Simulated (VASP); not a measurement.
# MgO (lda) (Fm-3m) in VASP: further runs

Runs on MgO (lda). Level: LDA. Tasks: single point, relaxation of cell and atoms.

Program: VASP 6.6.1. These are calculated values, not measurements. Logs are shortened: lines on timing, memory, paths and dates and some standing lists are left out, and cuts for length are marked.

## 1. The cell of the first run

It takes space group Fm-3m (No. 225, cubic). The conventional cell has a = 4.217 Å, b = 4.217 Å, c = 4.217 Å, α = 90.00°, β = 90.00°, γ = 90.00°. Within 2.8 Å of Mg (site symmetry m-3m) lie 6 O at 2.11 Å. Within 2.8 Å of O (site symmetry m-3m) lie 6 Mg at 2.11 Å.

## 2. Single point, LDA

INCAR reads:

```
SYSTEM = MgO
  PREC = Accurate
  ENCUT = 600
  EDIFF = 1E-6
  ISMEAR = 0
  SIGMA = 0.1
  LREAL = .False.
  LASPH = .True.
  NELM = 120
  ALGO = Normal
  ISIF = 2
  LWAVE = .False.
  LCHARG = .False.
  NBANDS = 11
  GGA_COMPAT = .False.
```

KPOINTS reads:

```
Automatic mesh
0
Gamma
  8 8 8
  0 0 0
```

POSCAR reads:

```
MgO
1.0
    0.0000000000      2.1085000000      2.1085000000
    2.1085000000      0.0000000000      2.1085000000
    2.1085000000      2.1085000000      0.0000000000
Mg O
1 1
Direct
    0.0000000000      0.0000000000      0.0000000000
    0.5000000000      0.5000000000      0.5000000000
```

Potentials or basis: VASP PAW LDA potentials, release 64 (Mg, O).

Launch:

```sh
> cat potpaw_LDA.64/Mg/POTCAR potpaw_LDA.64/O/POTCAR > POTCAR
> mpirun -np 1 vasp_std > vasp.out
```

OUTCAR:

```text
SYSTEM = MgO
   PREC = Accurate
   ENCUT = 600
   EDIFF = 1E-6
   ISMEAR = 0
   LREAL = .False.
   LASPH = .True.
   NELM = 120
   ISIF = 2

 ion  position               nearest neighbor table
   1  0.000  0.000  0.000-   2 2.11   2 2.11   2 2.11   2 2.11   2 2.11   2 2.11
   2  0.500  0.500  0.500-   1 2.11   1 2.11   1 2.11   1 2.11   1 2.11   1 2.11

  LATTYP: Found a face centered cubic cell.
 ALAT       =     4.2170000000

  Lattice vectors:

 A1 = (   0.0000000000,   2.1085000000,   2.1085000000)
 A2 = (   2.1085000000,   0.0000000000,   2.1085000000)
 A3 = (   2.1085000000,   2.1085000000,   0.0000000000)

Analysis of symmetry for initial positions (statically):
=====================================================================
 Subroutine PRICEL returns:
 Original cell was already a primitive cell.

 Routine SETGRP: Setting up the symmetry group for a
 face centered cubic supercell.

 Subroutine GETGRP returns: Found 48 space group operations
 (whereof 48 operations were pure point group operations)
 out of a pool of 48 trial point group operations.

The static configuration has the point symmetry O_h .

Analysis of symmetry for dynamics (positions and initial velocities):
=====================================================================
 Subroutine PRICEL returns:
 Original cell was already a primitive cell.

 Routine SETGRP: Setting up the symmetry group for a
 face centered cubic supercell.

 Subroutine GETGRP returns: Found 48 space group operations
 (whereof 48 operations were pure point group operations)
 out of a pool of 48 trial point group operations.

The dynamic configuration has the point symmetry O_h .

 Subroutine INISYM returns: Found 48 space group operations
 (whereof 48 operations are pure point group operations),
 and found     1 'primitive' translations

----------------------------------------------------------------------------------------

                                     Primitive cell

  volume of cell :      18.7478

  direct lattice vectors                    reciprocal lattice vectors
     0.000000000  2.108500000  2.108500000    -0.237135404  0.237135404  0.237135404
     2.108500000  0.000000000  2.108500000     0.237135404 -0.237135404  0.237135404
     2.108500000  2.108500000  0.000000000     0.237135404  0.237135404 -0.237135404

  length of vectors
     2.981869296  2.981869296  2.981869296     0.410730569  0.410730569  0.410730569

  position of ions in fractional coordinates (direct lattice)
     0.000000000  0.000000000  0.000000000
     0.500000000  0.500000000  0.500000000

  ion indices of the primitive-cell ions
   primitive index   ion index
                 1           1
                 2           2

----------------------------------------------------------------------------------------

 KPOINTS: Automatic mesh

Automatic generation of k-mesh.
 Grid dimensions read from file:
 generate k-points for:    8    8    8

 Generating k-lattice:

  Cartesian coordinates                     Fractional coordinates (reciprocal lattice)
    -0.029641926  0.029641926  0.029641926     0.125000000  0.000000000  0.000000000
     0.029641926 -0.029641926  0.029641926     0.000000000  0.125000000  0.000000000
     0.029641926  0.029641926 -0.029641926     0.000000000  0.000000000  0.125000000

  Length of vectors
     0.051341321  0.051341321  0.051341321

  Shift w.r.t. Gamma in fractional coordinates (k-lattice)
     0.000000000  0.000000000  0.000000000

 Subroutine IBZKPT returns following result:
 ===========================================

 Found     29 irreducible k-points:

 Following reciprocal coordinates:
            Coordinates               Weight
  0.000000  0.000000  0.000000      1.000000
  0.125000  0.000000  0.000000      8.000000
  0.250000  0.000000  0.000000      8.000000
  0.375000  0.000000  0.000000      8.000000
  0.500000  0.000000  0.000000      4.000000
  0.125000  0.125000  0.000000      6.000000
[... 16 lines left out ...]
  0.500000  0.250000  0.125000     48.000000
 -0.375000  0.250000  0.125000     24.000000
 [... further k-points ...]
   k-points           NKPTS =     29   k-points in BZ     NKDIM =     29   number of bands    NBANDS=     11
   number of dos      NEDOS =    301   number of ions     NIONS =      2
   total plane-waves  NPLWV =  13824
   dimension x,y,z NGX =    24 NGY =   24 NGZ =   24
   dimension x,y,z NGXF=    48 NGYF=   48 NGZF=   48
   ions per type =               1   1
   NGX,Y,Z   is equivalent  to a cutoff of  13.38, 13.38, 13.38 a.u.
   NGXF,Y,Z  is equivalent  to a cutoff of  26.76, 26.76, 26.76 a.u.
 SYSTEM =  MgO
   PREC   = accura    normal or accurate (medium, high low for compatibility)
   ISTART =      0    job   : 0-new  1-cont  2-samecut
   ICHARG =      2    charge: 1-file 2-atom 10-const
   ISPIN  =      1    spin polarized calculation?
   LNONCOLLINEAR =      F non collinear calculations
   LSORBIT =      F    spin-orbit coupling
   LASPH  =      T    aspherical Exc in radial PAW
   ENCUT  =  600.0 eV  44.10 Ry    6.64 a.u.   5.96  5.96  5.96*2*pi/ulx,y,z
   NELM   =    120;   NELMIN=  2; NELMDL= -5     # of ELM steps
   EDIFF  = 0.1E-05   stopping-criterion for ELM
   LREAL  =      F    real-space projection
   EDIFFG = 0.1E-04   stopping-criterion for IOM
   NSW    =      0    number of steps for IOM
   IBRION =     -1    ionic relax: 0-MD 1-quasi-New 2-CG
   NFREE  =      0    steps in history (QN), initial steepest desc. (CG)
   ISIF   =      2    stress and relaxation
   ISYM   =      2    0-nonsym 1-usesym 2-fastsym
   POTIM  = 0.5000    time-step for ionic-motion
   TEBEG  =    0.0;   TEEND  =   0.0 temperature during run
   PSTRESS=    0.0 pullay stress
   NELECT =       8.0000    total number of electrons
   NUPDOWN=      -1.0000    fix difference up-down
   EMIN   =  10.00;   EMAX   =-10.00  energy-range for DOS
   EFERMI =   0.00;   METHOD = LEGACY
   ISMEAR =     0;   SIGMA  =   0.10  broadening in eV -4-tet -1-fermi 0-gaus
   EFERMI_NEDOS =   21; number of points for ismear=-14 and -15
   IALGO  =     38    algorithm
   IMIX   =      4    mixing-type and parameters
     AMIX     =   0.40;   BMIX     =  1.00
     AMIX_MAG =   1.60;   BMIX_MAG =  1.00
  volume/ion in A,a.u.               =       9.37        63.26
  Fermi-wavevector in a.u.,A,eV,Ry     =   1.232503  2.329092 20.668107  1.519063
  Thomas-Fermi vector in A             =   2.367270
   LORBIT       =      0    0 simple, 1 ext, 2 COOP (PROOUT), +10 PAW based schemes
   GGA     = CA    functional components
   LHFCALC =     F    Hartree Fock is set to
   AEXX    =    0.0000 exact exchange contribution
   IVDW    =     0    specifies the selected vdW correction
   LEPSILON=     F    determine dielectric tensor
   LRPA    =     F    only Hartree local field effects (RPA)
 non-spin polarized calculation
 Gauss-broadening in eV      SIGMA  =   0.10
  energy-cutoff  :      600.00
  volume of cell :       18.75
 maximum number of plane-waves:       638
   NGX = 11   NGY = 11   NGZ = 11

 number of electron       8.0000005 magnetization

 Free energy of the ion-electron system (eV)
  ---------------------------------------------------
  ext. energy  EPLUGINS =         0.00000000
  ---------------------------------------------------
  free energy    TOTEN  =       -13.42485427 eV

  energy without entropy =      -13.42485427  energy(sigma->0) =      -13.42485427

 E-fermi :   3.3683     XC(G=0): -11.5747

 val. band max:        2.8517245062   @ k =   0.0000   0.0000   0.0000
 cond. band min:       7.4752428019   @ k =   0.0000   0.0000   0.0000
 fundamental gap:      4.6235182957
 Fermi energy:         3.3682546465

 k-point     1 :       0.0000    0.0000    0.0000
  band No.  band energies     occupation
      1     -14.1311      2.00000
      2       2.8517      2.00000
      3       2.8517      2.00000
      4       2.8517      2.00000
      5       7.4752      0.00000
      6      18.3602      0.00000
      7      18.3602      0.00000
      8      18.3602      0.00000
      9      22.3754      0.00000
     10      24.0145      0.00000
     11      24.0145      0.00000

 k-point     2 :       0.1250    0.0000    0.0000
  band No.  band energies     occupation
      1     -13.9621      2.00000
      2       1.8871      2.00000
      3       2.7470      2.00000
      4       2.7470      2.00000
      5       8.3822      0.00000
      6      16.7108      0.00000
      7      18.7152      0.00000
      8      18.7152      0.00000
      9      23.0103      0.00000
     10      23.0103      0.00000
     11      24.4541      0.00000

 k-point     3 :       0.2500    0.0000    0.0000
  band No.  band energies     occupation
      1     -13.5209      2.00000
      2       0.1631      2.00000
      3       2.5063      2.00000
      4       2.5063      2.00000
      5       9.7989      0.00000
      6      15.1830      0.00000
      7      19.1873      0.00000
      8      19.1873      0.00000
      9      22.6214      0.00000
     10      22.6214      0.00000
     11      24.4389      0.00000

 k-point     4 :       0.3750    0.0000    0.0000
  band No.  band energies     occupation
      1     -13.0198      2.00000
      2      -1.2690      2.00000
      3       2.2801      2.00000
      4       2.2801      2.00000
      5      10.4795      0.00000
      6      14.9902      0.00000
      7      18.9900      0.00000
      8      18.9900      0.00000
      9      23.6613      0.00000
     10      23.9311      0.00000
     11      23.9311      0.00000

 k-point     5 :       0.5000    0.0000    0.0000
  band No.  band energies     occupation
      1     -12.7890      2.00000
      2      -1.8318      2.00000
      3       2.1900      2.00000
      4       2.1900      2.00000
      5      10.5646      0.00000
      6      15.2113      0.00000
      7      18.8159      0.00000
      8      18.8159      0.00000
      9      23.3581      0.00000
     10      24.9628      0.00000
     11      24.9628      0.00000
[... 211 lines left out ...]
 k-point    21 :       0.5000    0.5000    0.0000
  band No.  band energies     occupation
      1     -12.5184      2.00000
      2      -1.2865      2.00000
      3       1.4839      2.00000
      4       1.4839      2.00000
      5      11.7407      0.00000
      6      12.5171      0.00000
      7      15.7076      0.00000
      8      21.4317      0.00000
      9      21.4317      0.00000
     10      27.8677      0.00000
     11      29.3330      0.00000

 k-point    22 :       0.3750    0.2500    0.1250
  band No.  band energies     occupation
      1     -13.2037      2.00000
      2      -0.1962      2.00000
      3       1.6795      2.00000
      4       2.2277      2.00000
      5      11.1858      0.00000
      6      14.1062      0.00000
      7      17.5877      0.00000
      8      20.0405      0.00000
      9      20.6427      0.00000
     10      24.9288      0.00000
     11      28.2344      0.00000

 k-point    23 :       0.5000    0.2500    0.1250
  band No.  band energies     occupation
      1     -12.8080      2.00000
      2      -0.9043      2.00000
      3       1.0965      2.00000
      4       1.9715      2.00000
      5      12.1597      0.00000
      6      14.2789      0.00000
      7      16.4358      0.00000
      8      19.6378      0.00000
      9      22.2014      0.00000
     10      24.8959      0.00000
     11      28.4432      0.00000

 k-point    24 :      -0.3750    0.2500    0.1250
  band No.  band energies     occupation
      1     -12.6312      2.00000
      2      -1.2084      2.00000
      3       0.8875      2.00000
      4       1.8502      2.00000
      5      12.3285      0.00000
      6      14.8149      0.00000
      7      16.0114      0.00000
      8      19.3956      0.00000
      9      23.0643      0.00000
     10      24.5424      0.00000
     11      28.5837      0.00000

 [... further k-points ...]
[... 5 lines left out ...]
  --------------------------------------------------------------------------------------
  -------------------------------------------------------------------------------------
  Total       -0.9924404     -0.9924404     -0.9924404     -0.0000000     -0.0000000      0.0000000
  in kB      -84.8133503    -84.8133503    -84.8133503     -0.0000000     -0.0000000      0.0000000
  external PRESSURE =     -84.8133503 kB  Pullay stress =       0.0000000 kB

 VOLUME and BASIS-vectors are now :
 -----------------------------------------------------------------------------
  energy-cutoff  :      600.00
  volume of cell :       18.75
      direct lattice vectors                 reciprocal lattice vectors
     0.000000000  2.108500000  2.108500000    -0.237135404  0.237135404  0.237135404
     2.108500000  0.000000000  2.108500000     0.237135404 -0.237135404  0.237135404
     2.108500000  2.108500000  0.000000000     0.237135404  0.237135404 -0.237135404

 POSITION                                       TOTAL-FORCE (eV/Angst)
 -----------------------------------------------------------------------------------
      0.00000      0.00000      0.00000        -0.000000     -0.000000      0.000000
      2.10850      2.10850      2.10850         0.000000      0.000000      0.000000
 -----------------------------------------------------------------------------------
    total drift:                               -0.000000     -0.000000      0.000000

  FREE ENERGIE OF THE ION-ELECTRON SYSTEM (eV)
  ---------------------------------------------------
  free  energy   TOTEN  =       -13.4248542667 eV

  energy  without entropy=      -13.4248542667  energy(sigma->0) =      -13.42485427
```

Run time: 3.8 s. Hardware: 1 thread of Intel Xeon 6975P-C (Granite Rapids), shared host; peak memory 0.13 GiB.

What came out:

- Free energy: -13.4249 eV
- Pressure: -8.5 GPa
- Band gap on the k mesh: 4.62 eV, direct

## 3. Single point, LDA

This run uses another cell than the first one, of 8.09 Å³/atom, 0.864 times its volume.

INCAR reads:

```
SYSTEM = MgO
PREC = Accurate ; ENCUT = 600
EDIFF = 1E-6 ; ISMEAR = 0
SIGMA = 0.02 ; LREAL = .False.
LASPH = .True. ; NELM = 120
ALGO = Normal ; ISIF = 2
LWAVE = .False. ; LCHARG = .True.
LELF = .True. ; LVHAR = .True.
NBANDS = 11 ; GGA_COMPAT = .False.
```

KPOINTS reads:

```
regular mesh
0
Gamma
  10 10 10
  0 0 0
```

POSCAR reads:

```
MgO
1.0
    0.0000000000      2.0078697509      2.0078697509
    2.0078697509      0.0000000000      2.0078697509
    2.0078697509      2.0078697509      0.0000000000
Mg O
1 1
Direct
    0.0000000000      0.0000000000      0.0000000000
    0.5000000000      0.5000000000      0.5000000000
```

Potentials or basis: VASP PAW LDA potentials, release 64 (Mg, O).

Launch:

```sh
> cat potpaw_LDA.64/Mg/POTCAR potpaw_LDA.64/O/POTCAR > POTCAR
> mpirun -np 1 vasp_std > vasp.out
```

OUTCAR:

```text
SYSTEM = MgO
   PREC = Accurate
   ENCUT = 600
   EDIFF = 1E-6
   ISMEAR = 0
   LREAL = .False.
   LASPH = .True.
   NELM = 120
   ISIF = 2

 ion  position               nearest neighbor table
   1  0.000  0.000  0.000-   2 2.01   2 2.01   2 2.01   2 2.01   2 2.01   2 2.01
   2  0.500  0.500  0.500-   1 2.01   1 2.01   1 2.01   1 2.01   1 2.01   1 2.01

  LATTYP: Found a face centered cubic cell.
 ALAT       =     4.0157395018

  Lattice vectors:

 A1 = (   0.0000000000,   2.0078697509,   2.0078697509)
 A2 = (   2.0078697509,   0.0000000000,   2.0078697509)
 A3 = (   2.0078697509,   2.0078697509,   0.0000000000)

Analysis of symmetry for initial positions (statically):
=====================================================================
 Subroutine PRICEL returns:
 Original cell was already a primitive cell.

 Routine SETGRP: Setting up the symmetry group for a
 face centered cubic supercell.

 Subroutine GETGRP returns: Found 48 space group operations
 (whereof 48 operations were pure point group operations)
 out of a pool of 48 trial point group operations.

The static configuration has the point symmetry O_h .

Analysis of symmetry for dynamics (positions and initial velocities):
=====================================================================
 Subroutine PRICEL returns:
[... 167 lines left out ...]
      2       4.0553      2.00000
      3       4.0553      2.00000
      4       4.0553      2.00000
      5      10.2427      0.00000
      6      20.3530      0.00000
      7      20.3530      0.00000
      8      20.3530      0.00000
      9      24.7705      0.00000
     10      26.6010      0.00000
     11      26.6010      0.00000
[... 309 lines left out ...]
 k-point    24 :       0.4000    0.3000    0.0000
  band No.  band energies     occupation
      1     -12.1002      2.00000
      2      -0.0694      2.00000
      3       2.5014      2.00000
      4       2.7660      2.00000
      5      14.1411      0.00000
      6      15.2242      0.00000
      7      18.9624      0.00000
      8      23.8492      0.00000
      9      24.0899      0.00000
     10      30.4151      0.00000
     11      33.7522      0.00000

 [... further k-points ...]
[... 5 lines left out ...]
  --------------------------------------------------------------------------------------
  -------------------------------------------------------------------------------------
  Total        2.0769073      2.0769073      2.0769073      0.0000000      0.0000000      0.0000000
  in kB      205.5375090    205.5375090    205.5375090      0.0000000      0.0000000      0.0000000
  external PRESSURE =     205.5375090 kB  Pullay stress =       0.0000000 kB

 VOLUME and BASIS-vectors are now :
 -----------------------------------------------------------------------------
  energy-cutoff  :      600.00
  volume of cell :       16.19
      direct lattice vectors                 reciprocal lattice vectors
     0.000000000  2.007869751  2.007869751    -0.249020137  0.249020137  0.249020137
     2.007869751  0.000000000  2.007869751     0.249020137 -0.249020137  0.249020137
     2.007869751  2.007869751  0.000000000     0.249020137  0.249020137 -0.249020137

 POSITION                                       TOTAL-FORCE (eV/Angst)
 -----------------------------------------------------------------------------------
      0.00000      0.00000      0.00000        -0.000000     -0.000000      0.000000
      2.00787      2.00787      2.00787         0.000000      0.000000     -0.000000
 -----------------------------------------------------------------------------------
    total drift:                               -0.000000     -0.000000      0.000000

  FREE ENERGIE OF THE ION-ELECTRON SYSTEM (eV)
  ---------------------------------------------------
  free  energy   TOTEN  =       -13.3495317241 eV

  energy  without entropy=      -13.3495317241  energy(sigma->0) =      -13.34953172
```

OSZICAR:

```text
N       E                     dE             d eps       ncg     rms          rms(c)
DAV:   1     0.156064846463E+02    0.15606E+02   -0.51580E+03  1186   0.739E+02
DAV:   2    -0.144587034877E+02   -0.30065E+02   -0.29444E+02  1204   0.149E+02
DAV:   3    -0.149957577053E+02   -0.53705E+00   -0.53664E+00  1258   0.176E+01
DAV:   4    -0.149968291019E+02   -0.10714E-02   -0.10714E-02  1139   0.882E-01
DAV:   5    -0.149968319346E+02   -0.28327E-05   -0.28327E-05  1205   0.424E-02    0.728E+00
DAV:   6    -0.134097844259E+02    0.15870E+01   -0.80663E+00  1076   0.163E+01    0.206E+00
DAV:   7    -0.133730218001E+02    0.36763E-01   -0.54114E-02  1142   0.201E+00    0.128E+00
DAV:   8    -0.133498391583E+02    0.23183E-01   -0.20036E-02  1091   0.153E+00    0.183E-01
DAV:   9    -0.133496186665E+02    0.22049E-03   -0.29328E-04  1193   0.125E-01    0.111E-01
DAV:  10    -0.133495321379E+02    0.86529E-04   -0.25299E-04  1124   0.128E-01    0.523E-03
DAV:  11    -0.133495317241E+02    0.41378E-06   -0.34166E-06  1145   0.115E-02
   1 F= -.13349532E+02 E0= -.13349532E+02  d E =-.460780E-47
```

stdout:

```text
POSCAR found type information on POSCAR MgO
 POSCAR found :  2 types and       2 ions
 scaLAPACK will be used
 LDA part: xc-table for (Slater(with rela. corr.)+CA(PZ))
 , standard interpolation
 POSCAR, INCAR and KPOINTS ok, starting setup
 FFT: planning ... GRIDC
 FFT: planning ... GRID_SOFT
 FFT: planning ... GRID
 WAVECAR not read
 entering main loop
```

Wall time 5.5 s (1 thread of Intel Xeon 6975P-C (Granite Rapids), shared host); peak memory 0.13 GiB.

Results:

- Free energy: -13.3495 eV
- Pressure: 20.6 GPa
- Band gap on the k mesh: 6.19 eV, direct

Levels at points of the mesh, in eV from the valence-band top:
```tsv
k point	band 1	band 2	band 3	band 4	band 5	band 6	band 7	band 8	band 9
(0.00, 0.00, 0.00)	-17.82	0.00	0.00	0.00	6.19	16.30	16.30	16.30	20.72
(0.50, 0.00, 0.00)	-16.06	-5.38	-0.85	-0.85	8.67	14.06	17.51	17.51	22.81
(0.50, 0.50, 0.00)	-15.74	-4.78	-1.58	-1.58	8.99	11.35	14.47	20.90	20.90
```

A hybrid or GW would open this gap; LDA tends to underestimate it.

[end of part 1 of 2]
